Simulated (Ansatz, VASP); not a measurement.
## Two plane-wave programs on Au

Contents of INCAR:

```
ALGO     = Normal         # electronic algorithm
EDIFF    = 1E-7           # SCF threshold, eV
ENCUT    = 520            # plane-wave cutoff, eV
GGA      = PE             # functional
ISIF     = 2              # what is computed and relaxed
ISMEAR   = 0              # smearing method
LASPH    = True           # aspherical terms in the spheres
LCHARG   = True           # write CHGCAR
LELF     = True           # ELF
LREAL    = False          # projectors in reciprocal space
LVHAR    = True         
LWAVE    = False          # write WAVECAR
NBANDS   = 12             # bands
NELM     = 80             # most SCF steps
PREC     = Accurate       # precision mode
SIGMA    = 0.15           # smearing width, eV
```

File KPOINTS:

```
k-points
0
Gamma
  20 20 20
```

POSCAR

```
Au
1.0
    0.0000000000      1.9636800000      1.8818600000
    1.9636800000      0.0000000000      1.8818600000
    1.9636800000      1.9636800000      0.0000000000
Au
1
Direct
    0.0000000000      0.0000000000      0.0000000000
```

Input for Ansatz:

```yaml
crystal:
  lattice:
    - [0.0, 1.96368, 1.88186]
    - [1.96368, 0.0, 1.88186]
    - [1.96368, 1.96368, 0.0]
  atoms:
    - { symbol: Au, position: [0.0, 0.0, 0.0] }
basis:
  ecutwfc: 420
kpoints:
  mp_grid: { grid: [20, 20, 20] }
hamiltonian:
  xc: pbe
scf:
  occupations: { method: gaussian, width: 0.15 }
output:
  forces: true
  stress: true
  eigenvalues: true
```

Change from the starting cell: strain -0.040 along x and y, -0.080 along z, atoms carried along.

Alike in both runs: task single point; functional PBE; k mesh 20 × 20 × 20; occupations gaussian, width 0.15 eV; no spin polarisation.

|  | VASP | Ansatz |
| --- | --- | --- |
| version | VASP 6.6.1 | Ansatz 0.2.0 |
| potentials or method | VASP PAW PBE potentials, release 64 (Au), cutoff 520 eV | scalar-relativistic, plane waves, PAW |
| valence electrons in the cell | 11 | 19 |

VASP gave:

- gap on the k mesh at the Fermi level (eV): none
- pressure (GPa): 55.1
- traceless stress, the component that is largest in VASP (GPa): 1.34

Question: Estimate Ansatz's values.

Answer: gap on the k mesh at the Fermi level (eV): none; pressure (GPa): 55.6; traceless stress, the component that is largest in VASP (GPa): 1.34.

A gap of «none» marks a metal or a gap that the smearing closes. Both programs put the cell under a high pressure, so it lies far from rest at this level. VASP's potentials hold 11 valence electrons a cell and Ansatz's 19, so a difference there can come from the potentials and not from the codes.

Neither program's run includes spin-orbit coupling.
